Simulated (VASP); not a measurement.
# TiBMoC2 (P3m1) in VASP: density of states with PBE

Aim: the density of states of TiBMoC2 with PBE.

Everything below comes from runs of VASP 6.6.1. Logs are shortened: lines on timing, memory, paths and dates and some standing lists are left out, and cuts for length are marked.

## (1) The cell of the first run

It takes space group P3m1 (No. 156, trigonal). The conventional cell has a = 2.974 Å, b = 2.974 Å, c = 6.697 Å, α = 90.00°, β = 90.00°, γ = 120.00°. Ti (site symmetry 3m) has 4 C at 1.97 to 2.22 Å within 2.6 Å. B (site symmetry 3m) has 3 C at 1.73 Å within 2.3 Å. Mo (site symmetry 3m) has 4 C at 1.91 to 2.36 Å within 2.5 Å. Within 2.5 Å of C (site symmetry 3m) lie 1 Mo at 1.91 Å and 3 Ti at 1.97 Å. C (site symmetry 3m) has 3 B at 1.73 Å and 1 Ti at 2.22 Å within 2.3 Å.

## (2) Density of states, PBE

The input, POSCAR:

```
TiBMoC2
1.0
    2.9738244048      0.0000000000      0.0000000000
   -1.4869122024      2.5754074810      0.0000000000
    0.0000000000      0.0000000000      6.6971509975
Ti B Mo C
1 1 1 2
Direct
    0.6666666667      0.3333333333      0.2106740750
    0.3333333333      0.6666666667      0.9167680430
    0.0000000000      0.0000000000      0.6388276461
    0.0000000000      0.0000000000      0.3538230602
    0.6666666667      0.3333333333      0.8799072058
```

The input, INCAR.step1:

```
SYSTEM = TiBMoC2
PREC = Accurate
ENCUT = 520
EDIFF = 1E-6
ISMEAR = 0
SIGMA = 0.1
LREAL = .False.
LASPH = .True.
NELM = 80
ALGO = Normal
ISIF = 2
LWAVE = .False.
LCHARG = .True.
LMAXMIX = 4
GGA = PE
NBANDS = 26
```

The input, KPOINTS.step1:

```
Automatic mesh
0
Gamma
  12 12 6
  0 0 0
```

The input, INCAR.step2:

```
SYSTEM = TiBMoC2
PREC = Accurate
ENCUT = 520
EDIFF = 1E-6
ISMEAR = -5
SIGMA = 0.1
LREAL = .False.
LASPH = .True.
NELM = 80
ALGO = Normal
ISIF = 2
LWAVE = .False.
LCHARG = .False.
LMAXMIX = 4
GGA = PE
LORBIT = 10
NEDOS = 1001
ICHARG = 11
```

The input, KPOINTS.step2:

```
Automatic mesh
0
Gamma
  18 18 9
  0 0 0
```

Potentials or basis: VASP PAW PBE potentials, release 64 (Ti_sv, B, Mo_sv, C).

Run with:

```
$ cat potpaw_PBE.64/Ti_sv/POTCAR potpaw_PBE.64/B/POTCAR potpaw_PBE.64/Mo_sv/POTCAR potpaw_PBE.64/C/POTCAR > POTCAR
$ cp INCAR.step1 INCAR
$ cp KPOINTS.step1 KPOINTS
$ mpirun -np 1 vasp_std > vasp.out
$ cp INCAR.step2 INCAR
$ cp KPOINTS.step2 KPOINTS
$ mpirun -np 1 vasp_std > vasp.out
```

OUTCAR:

```text
SYSTEM = TiBMoC2
   PREC = Accurate
   ENCUT = 520
   EDIFF = 1E-6
   ISMEAR = -5
   LREAL = .False.
   LASPH = .True.
   NELM = 80
   ISIF = 2
   GGA = PE
   LORBIT = 10
   ICHARG = 11

 ion  position               nearest neighbor table
   1  0.667  0.333  0.211-   4 1.97   4 1.97   4 1.97   5 2.22
   2  0.333  0.667  0.917-   5 1.73   5 1.73   5 1.73   3 2.53   3 2.53   3 2.53
   3  0.000  0.000  0.639-   4 1.91   5 2.36   5 2.36   5 2.36   2 2.53   2 2.53   2 2.53
   4  0.000  0.000  0.354-   3 1.91   1 1.97   1 1.97   1 1.97
   5  0.667  0.333  0.880-   2 1.73   2 1.73   2 1.73   1 2.22   3 2.36   3 2.36   3 2.36

  LATTYP: Found a hexagonal cell.
 ALAT       =     2.9738244048
 C/A-ratio  =     2.2520331014

  Lattice vectors:

 A1 = (   2.9738244048,   0.0000000000,   0.0000000000)
 A2 = (  -1.4869122024,   2.5754074810,   0.0000000000)
 A3 = (   0.0000000000,   0.0000000000,   6.6971509975)

Analysis of symmetry for initial positions (statically):
=====================================================================
 Subroutine PRICEL returns:
 Original cell was already a primitive cell.

 Routine SETGRP: Setting up the symmetry group for a
 hexagonal supercell.

 Subroutine GETGRP returns: Found  6 space group operations
 (whereof  6 operations were pure point group operations)
 out of a pool of 24 trial point group operations.

The static configuration has the point symmetry C_3v.

Analysis of symmetry for dynamics (positions and initial velocities):
=====================================================================
 Subroutine PRICEL returns:
 Original cell was already a primitive cell.

 Routine SETGRP: Setting up the symmetry group for a
 hexagonal supercell.

 Subroutine GETGRP returns: Found  6 space group operations
 (whereof  6 operations were pure point group operations)
 out of a pool of 24 trial point group operations.

The dynamic configuration has the point symmetry C_3v.

 Subroutine INISYM returns: Found  6 space group operations
 (whereof  6 operations are pure point group operations),
 and found     1 'primitive' translations

----------------------------------------------------------------------------------------

                                     Primitive cell

  volume of cell :      51.2922

  direct lattice vectors                    reciprocal lattice vectors
     2.973824405  0.000000000  0.000000000     0.336267333  0.194144035  0.000000000
    -1.486912202  2.575407481  0.000000000     0.000000000  0.388288070  0.000000000
     0.000000000  0.000000000  6.697150997     0.000000000  0.000000000  0.149317225

[... 100 lines left out ...]
   TEBEG  =    0.0;   TEEND  =   0.0 temperature during run
   PSTRESS=    0.0 pullay stress
   NELECT =      37.0000    total number of electrons
   NUPDOWN=      -1.0000    fix difference up-down
   EMIN   =  10.00;   EMAX   =-10.00  energy-range for DOS
   EFERMI =   0.00;   METHOD = LEGACY
   ISMEAR =    -5;   SIGMA  =   0.10  broadening in eV -4-tet -1-fermi 0-gaus
   EFERMI_NEDOS =   21; number of points for ismear=-14 and -15
   IALGO  =     38    algorithm
   IMIX   =      4    mixing-type and parameters
     AMIX     =   0.40;   BMIX     =  1.00
     AMIX_MAG =   1.60;   BMIX_MAG =  1.00
  volume/ion in A,a.u.               =      10.26        69.23
  Fermi-wavevector in a.u.,A,eV,Ry     =   1.468222  2.774537 29.329736  2.155675
  Thomas-Fermi vector in A             =   2.583745
   LORBIT       =     10    0 simple, 1 ext, 2 COOP (PROOUT), +10 PAW based schemes
   GGA     = PE    functional components
   LHFCALC =     F    Hartree Fock is set to
   AEXX    =    0.0000 exact exchange contribution
   IVDW    =     0    specifies the selected vdW correction
   LEPSILON=     F    determine dielectric tensor
   LRPA    =     F    only Hartree local field effects (RPA)
 non-spin polarized calculation
 Fermi weights with tetrahedron method with Bloechl corrections
  energy-cutoff  :      520.00
  volume of cell :       51.29
 maximum number of plane-waves:      1417
 NGX is ok and might be reduce to    24

 number of electron      37.0000003 magnetization

 Free energy of the ion-electron system (eV)
  ---------------------------------------------------
  ext. energy  EPLUGINS =         0.00000000
  ---------------------------------------------------
  free energy    TOTEN  =       -43.28522533 eV

  energy without entropy =      -43.28522533  energy(sigma->0) =      -43.28522533

 E-fermi :   9.8835     XC(G=0): -12.5297

 val. band max:        9.9533094377   @ k =   0.0000   0.2222   0.2222
 cond. band min:       9.8783191074   @ k =   0.3889   0.2222   0.3333
 fundamental gap:     -0.0749903304
 Fermi energy:         9.8835086855

 k-point     1 :       0.0000    0.0000    0.0000
  band No.  band energies     occupation
      1     -51.6949      2.00000
      2     -46.7460      2.00000
      3     -26.0931      2.00000
      4     -25.3838      2.00000
      5     -25.3838      2.00000
      6     -23.1393      2.00000
[... 589 lines left out ...]
     21      11.7388      0.00000
     22      12.3085      0.00000

 [... further k-points ...]
[... 5 lines left out ...]
  --------------------------------------------------------------------------------------
  -------------------------------------------------------------------------------------
  Total        0.0295680      0.0295680      0.0202451      0.0000000      0.0000000      0.0000000
  in kB        0.9235941      0.9235941      0.6323802      0.0000000      0.0000000      0.0000000
  external PRESSURE =       0.8265228 kB  Pullay stress =       0.0000000 kB

 VOLUME and BASIS-vectors are now :
 -----------------------------------------------------------------------------
  energy-cutoff  :      520.00
  volume of cell :       51.29
      direct lattice vectors                 reciprocal lattice vectors
     2.973824405  0.000000000  0.000000000     0.336267333  0.194144035  0.000000000
    -1.486912202  2.575407481  0.000000000     0.000000000  0.388288070  0.000000000
     0.000000000  0.000000000  6.697150997     0.000000000  0.000000000  0.149317225

 POSITION                                       TOTAL-FORCE (eV/Angst)
 -----------------------------------------------------------------------------------
      1.48691      0.85847      1.41092        -0.000000      0.000000     -0.013168
     -0.00000      1.71694      6.13973         0.000000     -0.000000      0.012027
      0.00000      0.00000      4.27833         0.000000     -0.000000     -0.025581
      0.00000      0.00000      2.36961         0.000000     -0.000000      0.017587
      1.48691      0.85847      5.89287         0.000000     -0.000000      0.009136
 -----------------------------------------------------------------------------------
    total drift:                               -0.003303      0.001907      0.000822

  FREE ENERGIE OF THE ION-ELECTRON SYSTEM (eV)
  ---------------------------------------------------
  free  energy   TOTEN  =       -43.2852253318 eV

  energy  without entropy=      -43.2852253318  energy(sigma->0) =      -43.28522533

 total charge

# of ion       s       p       d       tot
------------------------------------------
    1        2.229   6.249   2.104  10.582
    2        0.632   1.166   0.000   1.798
    3        2.301   6.194   4.014  12.510
    4        0.940   1.583   0.000   2.523
    5        0.814   1.577   0.000   2.391
--------------------------------------------------
tot          6.916  16.769   6.119  29.803
```

OUTCAR.step1:

```text
SYSTEM = TiBMoC2
   PREC = Accurate
   ENCUT = 520
   EDIFF = 1E-6
   ISMEAR = 0
   LREAL = .False.
   LASPH = .True.
   NELM = 80
[... 929 lines left out ...]
      0.00000      0.00000      4.27833         0.000000      0.000000     -0.012086
      0.00000      0.00000      2.36961         0.000000      0.000000      0.010120
      1.48691      0.85847      5.89287        -0.000000     -0.000000      0.017686
 -----------------------------------------------------------------------------------
    total drift:                               -0.000000      0.000000      0.001091

  FREE ENERGIE OF THE ION-ELECTRON SYSTEM (eV)
  ---------------------------------------------------
  free  energy   TOTEN  =       -43.2930903374 eV

  energy  without entropy=      -43.2746591092  energy(sigma->0) =      -43.28387472
```

OSZICAR.step1:

```text
N       E                     dE             d eps       ncg     rms          rms(c)
DAV:   1     0.406213402787E+03    0.40621E+03   -0.19695E+04  5208   0.157E+03
DAV:   2    -0.128399917131E+02   -0.41905E+03   -0.40681E+03  5364   0.471E+02
DAV:   3    -0.499837335606E+02   -0.37144E+02   -0.36329E+02  8722   0.125E+02
DAV:   4    -0.519121572341E+02   -0.19284E+01   -0.19198E+01  6712   0.240E+01
DAV:   5    -0.519761070950E+02   -0.63950E-01   -0.63923E-01  7910   0.388E+00    0.331E+01
DAV:   6    -0.446077107761E+02    0.73684E+01   -0.69662E+01  7132   0.507E+01    0.899E+00
DAV:   7    -0.447387400736E+02   -0.13103E+00   -0.31651E+01  6594   0.254E+01    0.103E+01
DAV:   8    -0.433668866196E+02    0.13719E+01   -0.12086E+01  7148   0.271E+01    0.595E+00
DAV:   9    -0.432898875560E+02    0.76999E-01   -0.67396E-01  7044   0.579E+00    0.118E+00
DAV:  10    -0.432919565831E+02   -0.20690E-02   -0.44611E-02  7276   0.163E+00    0.567E-01
DAV:  11    -0.432928522538E+02   -0.89567E-03   -0.94744E-03  6434   0.700E-01    0.226E-01
DAV:  12    -0.432930991695E+02   -0.24692E-03   -0.16062E-03  7406   0.256E-01    0.689E-02
DAV:  13    -0.432930928946E+02    0.62749E-05   -0.17925E-04  7370   0.961E-02    0.359E-02
DAV:  14    -0.432930905617E+02    0.23329E-05   -0.32944E-05  6788   0.435E-02    0.518E-03
DAV:  15    -0.432930903374E+02    0.22426E-06   -0.81355E-07  3582   0.811E-03
   1 F= -.43293090E+02 E0= -.43283875E+02  d E =-.184312E-01
```

Run time: 4.5 min. Hardware: 1 thread of Intel Xeon Platinum 8259CL at 2.50GHz (Skylake/Cascade Lake), shared host; peak memory 0.48 GiB.

What came out:

* Valence electrons inside the program's atomic spheres: Ti 10.58; B 1.80; Mo 12.51; C 2.52, 2.39

Levels at points of the mesh, in eV from the Fermi level:
| k point | band 16 | band 17 | band 18 | band 19 | band 20 | band 21 | band 22 |
| --- | --- | --- | --- | --- | --- | --- | --- |
| (0.00, 0.00, 0.00) | -2.34 | -2.34 | -0.36 | -0.36 | 0.11 | 0.11 | 2.08 |
| (0.50, 0.00, 0.00) | -3.39 | -1.94 | -1.20 | 0.55 | 0.97 | 2.38 | 2.41 |

Caveat: tetrahedron occupations give inexact forces and stress in metals.
